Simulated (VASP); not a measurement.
# AlN (P1) in VASP: a series of runs

AlN is run at these levels: PBE; tasks: single point.

Everything below comes from runs of VASP 6.6.1. Logs are shortened: lines on timing, memory, paths and dates and some standing lists are left out, and cuts for length are marked.

### 1 The cell of the first run

The typed cell holds 16 atoms: a = 5.985 Å, b = 5.985 Å, c = 6.344 Å, α = 105.37°, β = 105.37°, γ = 115.99°.

### 2 Single point, PBE (dynamics (nvt langevin) at 1800 K, volume x 1.06, from the last frame before)

The input, INCAR:

```
PREC = Accurate ; ENCUT = 520
EDIFF = 1E-6 ; ISMEAR = -1
SIGMA = 0.1551 ; LREAL = Auto
LASPH = T ; NELM = 80
ALGO = Normal ; ISIF = 2
LWAVE = F ; LCHARG = F
GGA = PE ; NBANDS = 46
```

The input, KPOINTS:

```
Automatic mesh
0
Gamma
  2 2 2
  0.5 0.5 0.5
```

The input, POSCAR:

```
AlN
1.0
    1.5860088422      2.7470478959     -5.0756326300
    1.5860088422      2.7470478959      5.0756326300
    3.1720176843     -5.4940957918      0.0000000000
Al N
8 8
Direct
    0.1644739216      0.1997887312      0.3358279549
    0.1522347593      0.1977295807      0.8021406926
    0.6426312418      0.6398132679      0.2773054111
    0.6462000414      0.6849579686      0.7997832541
    0.0698056155      0.5721561963      0.6150718830
    0.0810618046      0.6080461621      0.1355328735
    0.5398791894      0.0858461323      0.6443867312
    0.6134653200      0.0940672091      0.1566917975
    0.9887343133      0.4041492544      0.3168952526
    0.9136516384      0.3525619758      0.7907298324
    0.4558048656      0.8999735366      0.3262546332
    0.4671744028      0.8776972187      0.8016048363
    0.8577342011      0.7453775666      0.6099425520
    0.8486226524      0.8248455178      0.1362204527
    0.4012490945      0.3094211325      0.6431331534
    0.3812606149      0.2850995970      0.1327343835
```

Potentials or basis: VASP PAW PBE potentials, release 64 (Al, N).

Started as:

```console
> cat potpaw_PBE.64/Al/POTCAR potpaw_PBE.64/N/POTCAR > POTCAR
> mpirun -np 1 vasp_std > vasp.out
```

OUTCAR:

```text
PREC = Accurate
   ENCUT = 520
   EDIFF = 1E-6
   ISMEAR = -1
   LREAL = Auto
   LASPH = T
   NELM = 80
   ISIF = 2
   GGA = PE

 ion  position               nearest neighbor table
   1  0.164  0.200  0.336-  15 1.81  14 1.93   9 1.94  16 2.06   5 2.82   8 2.89   2 2.98   4 3.01
                             7 3.01   3 3.12   6 3.18   6 3.20   3 3.27   4 3.34   2 3.36
   2  0.152  0.198  0.802-  16 1.95  15 1.99  10 2.01  13 2.20   5 2.96   1 2.98   3 3.00   7 3.01
                             6 3.05   4 3.12   4 3.22   7 3.23   1 3.36
   3  0.643  0.640  0.277-  16 1.76  14 1.86  13 1.91  11 2.29   2 3.00   6 3.05   8 3.06   8 3.08
                             4 3.12   1 3.12   5 3.12   6 3.14   4 3.25   1 3.27
   4  0.646  0.685  0.800-  15 1.83  14 1.88  12 1.89  13 1.95   8 2.98   1 3.01   5 3.02   7 3.06
                             3 3.12   2 3.12   7 3.17   6 3.19   2 3.22   3 3.25   5 3.30   1 3.34
   5  0.070  0.572  0.615-   9 1.70  13 1.96  12 1.99  10 2.02   1 2.82   8 2.94   2 2.96   4 3.02
                             7 3.04   6 3.12   3 3.12   6 3.23   4 3.30   7 3.33
   6  0.081  0.608  0.136-  11 1.89   9 1.90  10 1.96  14 2.28   2 3.05   3 3.05   7 3.11   5 3.12
                             3 3.14   8 3.17   1 3.18   4 3.19   8 3.19   1 3.20   5 3.23   7 3.25
   7  0.540  0.086  0.644-  12 1.77  11 1.83  10 1.84  15 1.86   1 3.01   2 3.01   5 3.04   4 3.06
                             6 3.11   8 3.15   4 3.17   2 3.23   8 3.25   6 3.25   5 3.33
   8  0.613  0.094  0.157-  11 1.91   9 1.91  12 1.98  16 2.15  14 2.56   1 2.89   5 2.94   4 2.98
                             3 3.06   3 3.08   7 3.15   6 3.17   6 3.19   7 3.25
   9  0.989  0.404  0.317-   5 1.70   6 1.90   8 1.91   1 1.94
  10  0.914  0.353  0.791-   7 1.84   6 1.96   2 2.01   5 2.02
  11  0.456  0.900  0.326-   7 1.83   6 1.89   8 1.91   3 2.29
  12  0.467  0.878  0.802-   7 1.77   4 1.89   8 1.98   5 1.99
  13  0.858  0.745  0.610-   3 1.91   4 1.95   5 1.96   2 2.20
  14  0.849  0.825  0.136-   3 1.86   4 1.88   1 1.93   6 2.28   8 2.56
  15  0.401  0.309  0.643-   1 1.81   4 1.83   7 1.86   2 1.99
  16  0.381  0.285  0.133-   3 1.76   2 1.95   1 2.06   8 2.15

  LATTYP: Found a face centered orthorhombic cell.
 ALAT       =     6.3440353687
 B/A-ratio  =     1.6001274693
 C/A-ratio  =     1.7320508076

  Lattice vectors:

 A1 = (   4.7580265265,  -2.7470478959,   5.0756326300)
 A2 = (   6.3440353687,   0.0000000000,   0.0000000000)
 A3 = (   1.5860088422,   2.7470478959,   5.0756326300)

Analysis of symmetry for initial positions (statically):
=====================================================================
 Subroutine PRICEL returns:
 Original cell was already a primitive cell.

 Routine SETGRP: Setting up the symmetry group for a
 face centered orthorhombic supercell.

 Subroutine GETGRP returns: Found  1 space group operations
 (whereof  1 operations were pure point group operations)
 out of a pool of  8 trial point group operations.

The static configuration has the point symmetry C_1 .

Analysis of symmetry for dynamics (positions and initial velocities):
=====================================================================
 Subroutine PRICEL returns:
 Original cell was already a primitive cell.

 Routine SETGRP: Setting up the symmetry group for a
 face centered orthorhombic supercell.

 Subroutine GETGRP returns: Found  1 space group operations
 (whereof  1 operations were pure point group operations)
 out of a pool of  8 trial point group operations.

The dynamic configuration has the point symmetry C_1 .

 Subroutine INISYM returns: Found  1 space group operations
 (whereof  1 operations are pure point group operations),
 and found     1 'primitive' translations

----------------------------------------------------------------------------------------

                                     Primitive cell

  volume of cell :     176.9098

  direct lattice vectors                    reciprocal lattice vectors
     1.586008842  2.747047896 -5.075632630     0.157628377  0.091006786 -0.098509888
     1.586008842  2.747047896  5.075632630     0.157628377  0.091006786  0.098509888
     3.172017684 -5.494095792  0.000000000     0.157628377 -0.091006786  0.000000000

  length of vectors
     5.985293876  5.985293876  6.344035369     0.206961683  0.206961683  0.182013572

  position of ions in fractional coordinates (direct lattice)
     0.164473922  0.199788731  0.335827955
     0.152234759  0.197729581  0.802140693
     0.642631242  0.639813268  0.277305411
     0.646200041  0.684957969  0.799783254
     0.069805616  0.572156196  0.615071883
     0.081061805  0.608046162  0.135532873
[... 8 lines left out ...]
     0.401249095  0.309421132  0.643133153
     0.381260615  0.285099597  0.132734384

  ion indices of the primitive-cell ions
   primitive index   ion index
                 1           1
                 2           2
                 3           3
                 4           4
                 5           5
                 6           6
[... 8 lines left out ...]
                15          15
                16          16

----------------------------------------------------------------------------------------

 KPOINTS: Automatic mesh

Automatic generation of k-mesh.
 Grid dimensions read from file:
 generate k-points for:    2    2    2

 Generating k-lattice:

  Cartesian coordinates                     Fractional coordinates (reciprocal lattice)
     0.078814189  0.045503393 -0.049254944     0.500000000 -0.000000000  0.000000000
     0.078814189  0.045503393  0.049254944    -0.000000000  0.500000000  0.000000000
     0.078814189 -0.045503393  0.000000000     0.000000000  0.000000000  0.500000000

  Length of vectors
     0.103480842  0.103480842  0.091006786

  Shift w.r.t. Gamma in fractional coordinates (k-lattice)
     0.500000000  0.500000000  0.500000000

 Subroutine IBZKPT returns following result:
 ===========================================

 Found      4 irreducible k-points:

 Following reciprocal coordinates:
            Coordinates               Weight
  0.250000  0.250000  0.250000      2.000000
 -0.250000  0.250000  0.250000      2.000000
 -0.250000  0.250000 -0.250000      2.000000
 -0.250000 -0.250000  0.250000      2.000000
   k-points           NKPTS =      4   k-points in BZ     NKDIM =      4   number of bands    NBANDS=     46
   number of dos      NEDOS =    301   number of ions     NIONS =     16
   total plane-waves  NPLWV = 110592
   dimension x,y,z NGX =    48 NGY =   48 NGZ =   48
   dimension x,y,z NGXF=    96 NGYF=   96 NGZF=   96
   ions per type =               8   8
   NGX,Y,Z   is equivalent  to a cutoff of  13.33, 13.33, 12.58 a.u.
   NGXF,Y,Z  is equivalent  to a cutoff of  26.66, 26.66, 25.16 a.u.
 SYSTEM =  unknown system
   PREC   = accura    normal or accurate (medium, high low for compatibility)
   ISTART =      0    job   : 0-new  1-cont  2-samecut
   ICHARG =      2    charge: 1-file 2-atom 10-const
   ISPIN  =      1    spin polarized calculation?
   LNONCOLLINEAR =      F non collinear calculations
   LSORBIT =      F    spin-orbit coupling
   LASPH  =      T    aspherical Exc in radial PAW
   ENCUT  =  520.0 eV  38.22 Ry    6.18 a.u.  11.13 11.13 11.80*2*pi/ulx,y,z
   NELM   =     80;   NELMIN=  2; NELMDL= -5     # of ELM steps
   EDIFF  = 0.1E-05   stopping-criterion for ELM
   LREAL  =      T    real-space projection
   EDIFFG = 0.1E-04   stopping-criterion for IOM
   NSW    =      0    number of steps for IOM
[... 5 lines left out ...]
   TEBEG  =    0.0;   TEEND  =   0.0 temperature during run
   PSTRESS=    0.0 pullay stress
   NELECT =      64.0000    total number of electrons
   NUPDOWN=      -1.0000    fix difference up-down
   EMIN   =  10.00;   EMAX   =-10.00  energy-range for DOS
   EFERMI =   0.00;   METHOD = LEGACY
   ISMEAR =    -1;   SIGMA  =   0.16  broadening in eV -4-tet -1-fermi 0-gaus
   EFERMI_NEDOS =   21; number of points for ismear=-14 and -15
   IALGO  =     38    algorithm
   IMIX   =      4    mixing-type and parameters
     AMIX     =   0.40;   BMIX     =  1.00
     AMIX_MAG =   1.60;   BMIX_MAG =  1.00
  volume/ion in A,a.u.               =      11.06        74.62
  Fermi-wavevector in a.u.,A,eV,Ry     =   1.166498  2.204362 18.513700  1.360719
  Thomas-Fermi vector in A             =   2.303011
   LORBIT       =      0    0 simple, 1 ext, 2 COOP (PROOUT), +10 PAW based schemes
   GGA     = PE    functional components
   LHFCALC =     F    Hartree Fock is set to
   AEXX    =    0.0000 exact exchange contribution
   IVDW    =     0    specifies the selected vdW correction
   LEPSILON=     F    determine dielectric tensor
   LRPA    =     F    only Hartree local field effects (RPA)
 non-spin polarized calculation
  energy-cutoff  :      520.00
  volume of cell :      176.91
 maximum number of plane-waves:      4784
 NGX is ok and might be reduce to    48
   NGX = 23   NGY = 23   NGZ = 23

 number of electron      64.0000000 magnetization

 Free energy of the ion-electron system (eV)
  ---------------------------------------------------
  ext. energy  EPLUGINS =         0.00000000
  ---------------------------------------------------
  free energy    TOTEN  =      -115.44673747 eV

  energy without entropy =     -115.44673143  energy(sigma->0) =     -115.44673445

 E-fermi :   7.9426     XC(G=0): -10.6689

 val. band max:        5.7706748212   @ k =  -0.2500  -0.2500   0.2500
 cond. band min:      10.0404098732   @ k =  -0.2500   0.2500  -0.2500
 fundamental gap:      4.2697350520
 Fermi energy:         7.9426365952

 k-point     1 :       0.2500    0.2500    0.2500
  band No.  band energies     occupation
      1      -8.7966      2.00000
      2      -8.4863      2.00000
      3      -7.9738      2.00000
      4      -7.6202      2.00000
      5      -7.2313      2.00000
      6      -6.9605      2.00000
[... 36 lines left out ...]
     43      13.5965      0.00000
     44      13.7632      0.00000

 k-point     2 :      -0.2500    0.2500    0.2500
  band No.  band energies     occupation
      1      -9.1462      2.00000
      2      -8.2390      2.00000
      3      -7.7639      2.00000
      4      -7.5159      2.00000
      5      -7.2727      2.00000
      6      -6.8476      2.00000
[... 36 lines left out ...]
     43      13.7615      0.00000
     44      14.3899      0.00000

 k-point     3 :      -0.2500    0.2500   -0.2500
  band No.  band energies     occupation
      1      -9.1233      2.00000
      2      -8.3344      2.00000
      3      -7.7710      2.00000
      4      -7.3427      2.00000
      5      -7.2513      2.00000
      6      -6.9638      2.00000
[... 36 lines left out ...]
     43      13.9560      0.00000
     44      14.2839      0.00000

 k-point     4 :      -0.2500   -0.2500    0.2500
  band No.  band energies     occupation
      1      -9.0519      2.00000
      2      -8.2253      2.00000
      3      -7.7367      2.00000
      4      -7.5364      2.00000
      5      -7.2903      2.00000
      6      -6.9969      2.00000
[... 36 lines left out ...]
     43      13.9931      0.00000
     44      14.2626      0.00000
 [bands above 44 left out]

------------------------ aborting loop because EDIFF is reached ----------------------------------------

  FORCE on cell =-STRESS in cart. coord.  units (eV):
  Direction    XX          YY          ZZ          XY          YZ          ZX
  --------------------------------------------------------------------------------------
  -------------------------------------------------------------------------------------
  Total        1.6462082     -2.7198873     -6.3981442     -1.4799957      1.8477492      1.3703137
  in kB       14.9088227    -24.6325568    -57.9445514    -13.4035251     16.7340704     12.4101938
  external PRESSURE =     -22.5560952 kB  Pullay stress =       0.0000000 kB

 VOLUME and BASIS-vectors are now :
 -----------------------------------------------------------------------------
  energy-cutoff  :      520.00
  volume of cell :      176.91
      direct lattice vectors                 reciprocal lattice vectors
     1.586008842  2.747047896 -5.075632630     0.157628377  0.091006786 -0.098509888
     1.586008842  2.747047896  5.075632630     0.157628377  0.091006786  0.098509888
     3.172017684 -5.494095792  0.000000000     0.157628377 -0.091006786  0.000000000

 POSITION                                       TOTAL-FORCE (eV/Angst)
 -----------------------------------------------------------------------------------
      1.64298     -0.84442      0.17924        -2.217896      2.606722     -0.823435
      3.09945     -3.44567      0.23091        -1.032301     -1.802789     -0.968982
      2.91359      1.99939     -0.01430         3.055947     -0.265201      1.670782
      4.64815     -0.73733      0.19672         0.784754      1.989776     -0.565068
      2.96918     -1.61576      2.54975         3.909233     -2.696075      3.403941
      1.52284      1.14838      2.67478        -0.199089      0.381312      0.691087
[... 8 lines left out ...]
      3.16716     -1.58119     -0.46609        -0.591280     -2.702346      1.622609
      1.47789      1.10127     -0.48808        -1.841253     -0.845834     -0.130878
 -----------------------------------------------------------------------------------
    total drift:                               -0.004749     -0.004911      0.001420

  FREE ENERGIE OF THE ION-ELECTRON SYSTEM (eV)
  ---------------------------------------------------
  free  energy   TOTEN  =      -115.4467374688 eV

  energy  without entropy=     -115.4467314252  energy(sigma->0) =     -115.44673445
```

It took 31 s on 1 thread of Intel Xeon 6975P-C (Granite Rapids), shared host; peak memory 0.3 GiB.

Results:

* Free energy: -115.4467 eV
* Pressure: -2.3 GPa
* Largest force: 5.843 eV/Å
* Band gap on the k mesh: 4.27 eV, indirect (least direct gap 4.34 eV)

Forces in eV/Å, atoms in the order of the input:
```
Al  -2.218  2.607 -0.823
Al  -1.032 -1.803 -0.969
Al   3.056 -0.265  1.671
Al   0.785  1.990 -0.565
Al   3.909 -2.696  3.404
Al  -0.199  0.381  0.691
Al   0.258  1.715 -0.256
Al  -1.582 -0.390  1.460
N   -3.191  1.148 -1.530
N    2.661  1.744 -2.068
N   -2.026  0.948 -1.321
N   -0.295 -2.556 -0.289
N    1.742  0.797  0.917
N    0.566 -0.071 -1.813
N   -0.591 -2.702  1.623
N   -1.841 -0.846 -0.131
```

Caveat: the k points lie up to 0.65 Å⁻¹ apart; forces of over 1 eV/Å act on the atoms, so gaps and moduli don't describe the material at rest. A k mesh can miss the band edges.

(Part 1 of 2 ends here.)
